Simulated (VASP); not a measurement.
Input of a VASP 6.6.1 run:

File INCAR:

```
SYSTEM = Ga
PREC = Accurate
ENCUT = 520
EDIFF = 1E-6
ISMEAR = 0
SIGMA = 0.1
LREAL = .False.
LASPH = .True.
NELM = 60
ALGO = Fast
ISIF = 2
LWAVE = .False.
LCHARG = .True.
GGA = PE
LELF = .True.
LVHAR = .True.
NBANDS = 12
```

KPOINTS

```
Automatic mesh
0
Gamma
  22 22 20
  0 0 0
```

File POSCAR:

```
Ga
1.0
    1.3726913143     -2.3829534811      0.0000000000
    1.3726913143      2.3829534811      0.0000000000
    0.0000000000      0.0000000000      2.6109752346
Ga
1
Direct
    0.5000000000      0.5000000000      0.0000000000
```

Potentials or basis: VASP PAW PBE potentials, release 64 (Ga_d).

Run with:

```console
$ cat potpaw_PBE.64/Ga_d/POTCAR > POTCAR
$ mpirun -np 1 vasp_std > vasp.out
```

Estimate the pressure.

8.6 GPa.

Stress tensor (GPa, compression positive):
```
8.60 0.00 0.00
0.00 8.51 0.00
0.00 0.00 8.61
```
